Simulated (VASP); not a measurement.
# HgPd (Pmmm) in VASP: further runs

HgPd is run at these levels: LDA; tasks: single point.

All numbers are computed with VASP 6.6.1; they aren't measurements. Logs are shortened: lines on timing, memory, paths and dates and some standing lists are left out, and cuts for length are marked.

**1. The cell of the first run**

It takes space group Pmmm (No. 47, orthorhombic). Conventional cell: a = 2.848 Å, b = 3.030 Å, c = 3.692 Å, α = 90.00°, β = 90.00°, γ = 90.00°. Hg (site symmetry mmm) has 8 Pd at 2.78 Å and 6 Hg at 2.85 to 3.69 Å within 3.7 Å. Pd (site symmetry mmm) has 8 Hg at 2.78 Å and 6 Pd at 2.85 to 3.69 Å within 3.7 Å.

**2. Single point, LDA (strain -0.0600 x Voigt [0, 1, 0, 0, 0, 0])**

INCAR reads:

```
SYSTEM = HgPd
PREC = Accurate
ENCUT = 540
EDIFF = 1E-6
ISMEAR = 0
SIGMA = 0.15
LREAL = .False.
LASPH = .True.
NELM = 120
ALGO = Normal
ISIF = 2
LWAVE = .False.
LCHARG = .False.
NBANDS = 26
GGA_COMPAT = .False.
```

KPOINTS reads:

```
Automatic mesh
0
Gamma
  16 16 14
  0 0 0
```

POSCAR reads:

```
HgPd
1.0
    3.0299525574      0.0000000000      0.0000000000
    0.0000000000      2.8481554040      0.0000000000
    0.0000000000      0.0000000000      3.6920000000
Hg Pd
1 1
Direct
    0.0000000000      0.0000000000      0.0000000000
    0.5000000000      0.5000000000      0.5000000000
```

Potentials or basis: VASP PAW LDA potentials, release 64 (Hg_sv_GW, Pd_sv_GW).

The run is started by

```console
cat potpaw_LDA.64/Hg_sv_GW/POTCAR potpaw_LDA.64/Pd_sv_GW/POTCAR > POTCAR
mpirun -np 1 vasp_std > vasp.out
```

OUTCAR:

```text
SYSTEM = HgPd
   PREC = Accurate
   ENCUT = 540
   EDIFF = 1E-6
   ISMEAR = 0
   LREAL = .False.
   LASPH = .True.
   NELM = 120
   ISIF = 2

 ion  position               nearest neighbor table
   1  0.000  0.000  0.000-   2 2.78   2 2.78   2 2.78   2 2.78   2 2.78   2 2.78   2 2.78   2 2.78

   2  0.500  0.500  0.500-   1 2.78   1 2.78   1 2.78   1 2.78   1 2.78   1 2.78   1 2.78   1 2.78

  LATTYP: Found a simple orthorhombic cell.
 ALAT       =     2.8481554040
 B/A-ratio  =     1.0638297872
 C/A-ratio  =     1.2962775819

  Lattice vectors:

 A1 = (   0.0000000000,  -2.8481554040,   0.0000000000)
 A2 = (   3.0299525574,   0.0000000000,   0.0000000000)
 A3 = (   0.0000000000,   0.0000000000,   3.6920000000)

Analysis of symmetry for initial positions (statically):
=====================================================================
 Subroutine PRICEL returns:
 Original cell was already a primitive cell.

 Routine SETGRP: Setting up the symmetry group for a
 simple orthorhombic supercell.

 Subroutine GETGRP returns: Found  8 space group operations
 (whereof  8 operations were pure point group operations)
 out of a pool of  8 trial point group operations.

The static configuration has the point symmetry D_2h.

Analysis of symmetry for dynamics (positions and initial velocities):
=====================================================================
 Subroutine PRICEL returns:
 Original cell was already a primitive cell.

 Routine SETGRP: Setting up the symmetry group for a
 simple orthorhombic supercell.

 Subroutine GETGRP returns: Found  8 space group operations
 (whereof  8 operations were pure point group operations)
 out of a pool of  8 trial point group operations.

The dynamic configuration has the point symmetry D_2h.

 Subroutine INISYM returns: Found  8 space group operations
 (whereof  8 operations are pure point group operations),
 and found     1 'primitive' translations

----------------------------------------------------------------------------------------

                                     Primitive cell

  volume of cell :      31.8611

  direct lattice vectors                    reciprocal lattice vectors
     3.029952557  0.000000000  0.000000000     0.330038171  0.000000000  0.000000000
     0.000000000  2.848155404  0.000000000     0.000000000  0.351104437  0.000000000
     0.000000000  0.000000000  3.692000000     0.000000000  0.000000000  0.270855905

  length of vectors
     3.029952557  2.848155404  3.692000000     0.330038171  0.351104437  0.270855905

  position of ions in fractional coordinates (direct lattice)
     0.000000000  0.000000000  0.000000000
     0.500000000  0.500000000  0.500000000

  ion indices of the primitive-cell ions
   primitive index   ion index
                 1           1
                 2           2

----------------------------------------------------------------------------------------

 KPOINTS: Automatic mesh

Automatic generation of k-mesh.
 Grid dimensions read from file:
 generate k-points for:   16   16   14

 Generating k-lattice:

  Cartesian coordinates                     Fractional coordinates (reciprocal lattice)
     0.020627386  0.000000000  0.000000000     0.062500000  0.000000000  0.000000000
     0.000000000  0.021944027  0.000000000     0.000000000  0.062500000  0.000000000
     0.000000000  0.000000000  0.019346850     0.000000000  0.000000000  0.071428571

  Length of vectors
     0.020627386  0.021944027  0.019346850

  Shift w.r.t. Gamma in fractional coordinates (k-lattice)
     0.000000000  0.000000000  0.000000000

 Subroutine IBZKPT returns following result:
 ===========================================

 Found    648 irreducible k-points:

 Following reciprocal coordinates:
            Coordinates               Weight
  0.000000  0.000000  0.000000      1.000000
  0.062500  0.000000  0.000000      2.000000
  0.125000  0.000000  0.000000      2.000000
  0.187500  0.000000  0.000000      2.000000
  0.250000  0.000000  0.000000      2.000000
  0.312500  0.000000  0.000000      2.000000
[... 16 lines left out ...]
  0.250000  0.125000  0.000000      4.000000
  0.312500  0.125000  0.000000      4.000000
 [... further k-points ...]
   k-points           NKPTS =    648   k-points in BZ     NKDIM =    648   number of bands    NBANDS=     26
   number of dos      NEDOS =    301   number of ions     NIONS =      2
   total plane-waves  NPLWV =  16128
   dimension x,y,z NGX =    24 NGY =   24 NGZ =   28
   dimension x,y,z NGXF=    48 NGYF=   48 NGZF=   56
   ions per type =               1   1
   NGX,Y,Z   is equivalent  to a cutoff of  13.17, 14.01, 12.61 a.u.
   NGXF,Y,Z  is equivalent  to a cutoff of  26.34, 28.02, 25.22 a.u.
 SYSTEM =  HgPd
   PREC   = accura    normal or accurate (medium, high low for compatibility)
   ISTART =      0    job   : 0-new  1-cont  2-samecut
   ICHARG =      2    charge: 1-file 2-atom 10-const
   ISPIN  =      1    spin polarized calculation?
   LNONCOLLINEAR =      F non collinear calculations
   LSORBIT =      F    spin-orbit coupling
   LASPH  =      T    aspherical Exc in radial PAW
   ENCUT  =  540.0 eV  39.69 Ry    6.30 a.u.   5.74  5.40  7.00*2*pi/ulx,y,z
   NELM   =    120;   NELMIN=  2; NELMDL= -5     # of ELM steps
   EDIFF  = 0.1E-05   stopping-criterion for ELM
   LREAL  =      F    real-space projection
   EDIFFG = 0.1E-04   stopping-criterion for IOM
   NSW    =      0    number of steps for IOM
   IBRION =     -1    ionic relax: 0-MD 1-quasi-New 2-CG
   NFREE  =      0    steps in history (QN), initial steepest desc. (CG)
   ISIF   =      2    stress and relaxation
   ISYM   =      2    0-nonsym 1-usesym 2-fastsym
   POTIM  = 0.5000    time-step for ionic-motion
   TEBEG  =    0.0;   TEEND  =   0.0 temperature during run
   PSTRESS=    0.0 pullay stress
   NELECT =      38.0000    total number of electrons
   NUPDOWN=      -1.0000    fix difference up-down
   EMIN   =  10.00;   EMAX   =-10.00  energy-range for DOS
   EFERMI =   0.00;   METHOD = LEGACY
   ISMEAR =     0;   SIGMA  =   0.15  broadening in eV -4-tet -1-fermi 0-gaus
   EFERMI_NEDOS =   21; number of points for ismear=-14 and -15
   IALGO  =     38    algorithm
   IMIX   =      4    mixing-type and parameters
     AMIX     =   0.40;   BMIX     =  1.00
     AMIX_MAG =   1.60;   BMIX_MAG =  1.00
  volume/ion in A,a.u.               =      15.93       107.50
  Fermi-wavevector in a.u.,A,eV,Ry     =   1.736130  3.280810 41.009975  3.014148
  Thomas-Fermi vector in A             =   2.809604
   LORBIT       =      0    0 simple, 1 ext, 2 COOP (PROOUT), +10 PAW based schemes
   GGA     = CA    functional components
   LHFCALC =     F    Hartree Fock is set to
   AEXX    =    0.0000 exact exchange contribution
   IVDW    =     0    specifies the selected vdW correction
   LEPSILON=     F    determine dielectric tensor
   LRPA    =     F    only Hartree local field effects (RPA)
 non-spin polarized calculation
 Gauss-broadening in eV      SIGMA  =   0.15
  energy-cutoff  :      540.00
  volume of cell :       31.86
 maximum number of plane-waves:       928
 NGX is ok and might be reduce to    24
   NGX = 11   NGY = 11   NGZ = 13

 number of electron      38.0000001 magnetization

 Free energy of the ion-electron system (eV)
  ---------------------------------------------------
  ext. energy  EPLUGINS =         0.00000000
  ---------------------------------------------------
  free energy    TOTEN  =        -6.50428888 eV

  energy without entropy =       -6.49871780  energy(sigma->0) =       -6.50150334

 E-fermi :   9.2546     XC(G=0): -13.7833

 val. band max:        9.2536158113   @ k =   0.5000   0.4375   0.0714
 cond. band min:       9.2583956621   @ k =   0.4375   0.0625   0.3571
 fundamental gap:      0.0047798508
 Fermi energy:         9.2546336597

 k-point     1 :       0.0000    0.0000    0.0000
  band No.  band energies     occupation
      1    -105.7451      2.00000
      2     -74.6131      2.00000
      3     -54.3494      2.00000
      4     -54.3472      2.00000
      5     -54.3467      2.00000
      6     -40.6769      2.00000
[... 18 lines left out ...]
     25      24.7682      0.00000
     26      26.4959      0.00000

 k-point     2 :       0.0625    0.0000    0.0000
  band No.  band energies     occupation
      1    -105.7451      2.00000
      2     -74.6129      2.00000
      3     -54.3511      2.00000
      4     -54.3469      2.00000
      5     -54.3467      2.00000
      6     -40.6766      2.00000
[... 18 lines left out ...]
     25      25.2317      0.00000
     26      26.2064      0.00000

 k-point     3 :       0.1250    0.0000    0.0000
  band No.  band energies     occupation
      1    -105.7449      2.00000
      2     -74.6124      2.00000
      3     -54.3556      2.00000
      4     -54.3465      2.00000
      5     -54.3463      2.00000
      6     -40.6759      2.00000
[... 18 lines left out ...]
     25      25.5020      0.00000
     26      26.4376      0.00000

 k-point     4 :       0.1875    0.0000    0.0000
  band No.  band energies     occupation
      1    -105.7448      2.00000
      2     -74.6116      2.00000
      3     -54.3627      2.00000
      4     -54.3459      2.00000
      5     -54.3457      2.00000
      6     -40.6753      2.00000
[... 18 lines left out ...]
     25      24.6151      0.00000
     26      26.6835      0.00000
[... 496 lines left out ...]
      1    -105.7443      2.00000
      2     -74.6098      2.00000
      3     -54.3616      2.00000
      4     -54.3598      2.00000
      5     -54.3446      2.00000
      6     -40.6732      2.00000
[... 18 lines left out ...]
     25      24.9912      0.00000
     26      27.0313      0.00000

 k-point    23 :       0.2500    0.1250    0.0000
  band No.  band energies     occupation
      1    -105.7441      2.00000
      2     -74.6088      2.00000
      3     -54.3699      2.00000
      4     -54.3592      2.00000
      5     -54.3439      2.00000
      6     -40.6723      2.00000
[... 18 lines left out ...]
     25      24.5827      0.00000
     26      26.4480      0.00000

 k-point    24 :       0.3125    0.1250    0.0000
  band No.  band energies     occupation
      1    -105.7438      2.00000
      2     -74.6079      2.00000
      3     -54.3782      2.00000
      4     -54.3586      2.00000
      5     -54.3431      2.00000
      6     -40.6713      2.00000
[... 18 lines left out ...]
     25      23.7434      0.00000
     26      25.5157      0.00000

 [... further k-points ...]

------------------------ aborting loop because EDIFF is reached ----------------------------------------

  FORCE on cell =-STRESS in cart. coord.  units (eV):
  Direction    XX          YY          ZZ          XY          YZ          ZX
  --------------------------------------------------------------------------------------
  -------------------------------------------------------------------------------------
  Total        0.4426925      1.9246407      0.8039918      0.0000000      0.0000000      0.0000000
  in kB       22.2613526     96.7829911     40.4297432      0.0000000      0.0000000      0.0000000
  external PRESSURE =      53.1580289 kB  Pullay stress =       0.0000000 kB

 VOLUME and BASIS-vectors are now :
 -----------------------------------------------------------------------------
  energy-cutoff  :      540.00
  volume of cell :       31.86
      direct lattice vectors                 reciprocal lattice vectors
     3.029952557  0.000000000  0.000000000     0.330038171  0.000000000  0.000000000
     0.000000000  2.848155404  0.000000000     0.000000000  0.351104437  0.000000000
     0.000000000  0.000000000  3.692000000     0.000000000  0.000000000  0.270855905

 POSITION                                       TOTAL-FORCE (eV/Angst)
 -----------------------------------------------------------------------------------
      0.00000      0.00000      0.00000         0.000000      0.000000      0.000000
      1.51498      1.42408      1.84600         0.000000      0.000000      0.000000
 -----------------------------------------------------------------------------------
    total drift:                                0.000000      0.000000     -0.000000

  FREE ENERGIE OF THE ION-ELECTRON SYSTEM (eV)
  ---------------------------------------------------
  free  energy   TOTEN  =        -6.5042888806 eV

  energy  without entropy=       -6.4987177996  energy(sigma->0) =       -6.50150334
```

Run time: 3.5 min. Hardware: 1 thread of Intel Xeon 6975P-C (Granite Rapids), shared host; peak memory 0.78 GiB.

Results:

* Free energy: -6.5043 eV
* Pressure: 5.3 GPa
* Band gap on the k mesh: zero (bands 19 and 20 overlap by 4.44 eV)

Stress tensor (GPa, compression positive):
```
2.23 0.00 0.00
0.00 9.68 0.00
0.00 0.00 4.04
```

Caveat: the cell differs from its parent crystal (strain -0.0600 x Voigt [0, 1, 0, 0, 0, 0]); the cell stands under pressure; spin-orbit coupling is left out, which moves the levels of the heavy elements.

**3. Single point, LDA (strain +0.0150 x Voigt [0, 1, 0, 0, 0, 0])**

INCAR reads:

```
ALGO = Normal
EDIFF = 1E-6
ENCUT = 540
GGA_COMPAT = F
ISIF = 2
ISMEAR = 0
LASPH = T
LCHARG = F
LREAL = F
LWAVE = F
NBANDS = 26
NELM = 120
PREC = Accurate
SIGMA = 0.15
```

KPOINTS reads:

```
k-points
0
Gamma
  16 16 14
```

Changes to POSCAR since step 2:

```diff
@@ -3,3 +3,3 @@
     3.0299525574      0.0000000000      0.0000000000
-    0.0000000000      2.8481554040      0.0000000000
+    0.0000000000      3.0754018458      0.0000000000
     0.0000000000      0.0000000000      3.6920000000
```

Potentials or basis: VASP PAW LDA potentials, release 64 (Hg_sv_GW, Pd_sv_GW).

The run is started by

```console
cat potpaw_LDA.64/Hg_sv_GW/POTCAR potpaw_LDA.64/Pd_sv_GW/POTCAR > POTCAR
mpirun -np 1 vasp_std > vasp.out
```

Wall time 2.9 min (1 thread of Intel Xeon 6975P-C (Granite Rapids), shared host); peak memory 0.83 GiB.

It converged, with:

```yaml
Free_energy: -6.5226 eV
Pressure: -7.4 GPa
Band_gap_on_the_k_mesh: zero (bands 19 and 20 overlap by 3.71 eV)
```

Stress tensor (GPa, compression positive):
```
-7.24  0.00  0.00
 0.00 -8.05  0.00
 0.00  0.00 -6.95
```

Levels at points of the mesh, in eV from the Fermi level:
```csv
k point,band 15,band 16,band 17,band 18,band 19,band 20,band 21,band 22,band 23,band 24
"(0.00, 0.00, 0.00)",-3.32,-2.71,-1.54,-1.52,-1.40,2.75,7.61,8.10,8.44,14.67
"(0.50, 0.00, 0.00)",-3.60,-3.45,-3.40,-2.52,-2.01,0.22,9.99,10.18,11.01,11.12
"(0.00, 0.50, 0.00)",-3.81,-3.47,-3.43,-2.42,-1.96,0.05,9.92,10.02,10.96,11.00
"(0.50, 0.50, 0.00)",-1.80,-1.68,-1.65,-0.89,-0.16,-0.11,3.04,6.12,10.24,10.69
"(0.00, 0.00, 0.50)",-5.41,-3.77,-2.46,-2.37,-1.80,-1.59,12.33,12.77,13.88,13.94
"(0.50, 0.00, 0.50)",-2.92,-1.72,-1.52,-1.42,-1.35,-0.80,1.97,4.44,12.96,13.43
"(0.00, 0.50, 0.50)",-3.02,-1.67,-1.50,-1.48,-1.41,-0.91,1.87,4.24,13.21,13.62
"(0.50, 0.50, 0.50)",-4.07,-4.03,-1.66,-0.88,1.41,5.33,5.48,6.30,6.38,6.65
```

Caveat: the cell differs from its parent crystal (strain +0.0150 x Voigt [0, 1, 0, 0, 0, 0]); the cell stands under tension; spin-orbit coupling is left out, which moves the levels of the heavy elements.

**4. Single point, LDA (strain +0.0450 x Voigt [0, 1, 0, 0, 0, 0])**

INCAR reads:

```
PREC = Accurate
ENCUT = 540
EDIFF = 1E-6
ISMEAR = 0
SIGMA = 0.15
LREAL = False
LASPH = True
NELM = 120
ALGO = Normal
ISIF = 2
LWAVE = False
LCHARG = False
NBANDS = 26
GGA_COMPAT = False
```

KPOINTS reads:

```
Automatic mesh
0
Gamma
  16 16 14
```

Changes to POSCAR since step 3:

```diff
@@ -3,3 +3,3 @@
     3.0299525574      0.0000000000      0.0000000000
-    0.0000000000      3.0754018458      0.0000000000
+    0.0000000000      3.1663004225      0.0000000000
     0.0000000000      0.0000000000      3.6920000000
```

The run is started by

```console
cat potpaw_LDA.64/Hg_sv_GW/POTCAR potpaw_LDA.64/Pd_sv_GW/POTCAR > POTCAR
mpirun -np 1 vasp_std > vasp.out
```

Run time: 6.4 min. Hardware: 1 thread of Intel Xeon Platinum 8259CL at 2.50GHz (Skylake/Cascade Lake), shared host; peak memory 0.85 GiB.

Results (log left out):

```yaml
Free_energy: -6.4692 eV
Pressure: -10.7 GPa
Band_gap_on_the_k_mesh: zero (bands 19 and 20 overlap by 3.48 eV)
```

Stress tensor (GPa, compression positive):
```
-10.09   0.00   0.00
  0.00 -11.54   0.00
  0.00   0.00 -10.60
```

Levels at points of the mesh, in eV from the Fermi level:
```csv
k point,band 16,band 17,band 18,band 19,band 20,band 21,band 22,band 23
"(0.00, 0.00, 0.00)",-2.57,-1.49,-1.45,-1.35,2.99,6.95,8.35,8.37
"(0.50, 0.00, 0.00)",-3.25,-3.16,-2.51,-1.96,0.33,10.06,10.25,11.02
"(0.00, 0.50, 0.00)",-3.35,-3.22,-2.23,-1.82,-0.13,9.79,9.89,10.77
"(0.50, 0.50, 0.00)",-1.66,-1.57,-0.87,-0.16,-0.01,2.83,5.84,10.24
"(0.00, 0.00, 0.50)",-3.56,-2.44,-2.19,-1.63,-1.53,11.67,12.93,13.22
"(0.50, 0.00, 0.50)",-1.69,-1.48,-1.23,-1.18,-0.57,1.98,4.49,12.64
"(0.00, 0.50, 0.50)",-1.55,-1.43,-1.40,-1.37,-0.90,1.71,3.94,13.37
"(0.50, 0.50, 0.50)",-3.82,-1.55,-0.87,1.26,5.17,5.59,6.15,6.37
```

Caveat: the cell differs from its parent crystal (strain +0.0450 x Voigt [0, 1, 0, 0, 0, 0]); the cell stands under tension; spin-orbit coupling is left out, which moves the levels of the heavy elements.

**5. Summary**

| cell | gap on the mesh (eV) | pressure (GPa) |
| --- | --- | --- |
| a = 3.030, b = 2.848, c = 3.692 Å, 2 atoms | none | 5.3 |
| a = 3.030, b = 3.075, c = 3.692 Å, 2 atoms | none | -7.4 |
| a = 3.030, b = 3.166, c = 3.692 Å, 2 atoms | none | -10.7 |

Alike in all rows: task single point; level LDA; potentials or basis VASP PAW LDA potentials, release 64 (Hg_sv_GW, Pd_sv_GW); no spin polarisation; k mesh 16 × 16 × 14; cutoff (eV) 540; smearing gaussian 0.15 eV.

Caveats: spin-orbit coupling is left out, which moves the levels of the heavy elements; the cell stands under tension (at least some runs); the cell stands under pressure (at least some runs).

Absolute energies hang on the potentials; compare differences alone.
